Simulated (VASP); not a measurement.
Wanted: the native input for a VASP 6.6.1 run.

| Property | Result |
| --- | --- |
| Task | single point |
| Functional | PBE |
| Potentials or basis | VASP PAW PBE potentials, release 64 (Hf_pv, Si, O) |
| Cutoff | 520 eV |
| k mesh | 8 × 4 × 6 |
| Occupations | fermi-dirac, width 0.02 eV |
| Spin | no spin polarisation |
| Dipole correction | no |
| Further INCAR settings | ALGO = Normal; EDIFF = 1e-06; NBANDS = 47 |

The structure of HfSi3O8 lies in POSCAR:

```
HfSi3O8
1.0
    3.5377214102      0.0000000000      0.0000000000
    0.0000000000      5.7659014204      0.0000000000
    0.0000000000      0.0000000000      6.5032529934
Hf Si O
1 3 8
Direct
    0.5000000000      0.0000000000      0.5587041808
    0.0000000000      0.7470164762     -0.0776479933
    0.5000000000      0.5000000000      0.5929083128
    0.0000000000      0.2529835238     -0.0776479933
    0.5000000000      0.7101390556      0.4193683165
    0.0000000000      0.0000000000      0.0633272531
    0.0000000000      0.0000000000      0.7012853773
    0.5000000000      0.7340637135      0.8328182310
    0.5000000000      0.2898609444      0.4193683165
    0.0000000000      0.5000000000      0.0592312006
    0.0000000000      0.5000000000      0.6754665671
    0.5000000000      0.2659362865      0.8328182310
```

One way to write it, as run:

INCAR

```
  ALGO = Normal
  EDIFF = 1E-6
  ENCUT = 520
  GGA = PE
  ISIF = 2
  ISMEAR = -1
  LASPH = True
  LCHARG = False
  LREAL = False
  LWAVE = False
  NBANDS = 47
  NELM = 60
  PREC = Accurate
  SIGMA = 0.02
```

KPOINTS

```
k-points
0
Gamma
  8 4 6
```

Potentials or basis: VASP PAW PBE potentials, release 64 (Hf_pv, Si, O).

Launch:

```bash
$ cat potpaw_PBE.64/Hf_pv/POTCAR potpaw_PBE.64/Si/POTCAR potpaw_PBE.64/O/POTCAR > POTCAR
$ mpirun -np 1 vasp_std > vasp.out
```

It gave:

```json
{
 "Pressure": "-0.4 GPa",
 "Largest force": "0.176 eV/Å",
 "Band gap on the k mesh": "4.01 eV, indirect (least direct gap 4.01 eV)"
}
```

Caveat: spin-orbit coupling is left out, which moves the levels of the heavy elements.

It took 6.7 min on 1 thread of Oxide Virtual Turin-like Processor (shared host), peak memory 0.4 GiB.
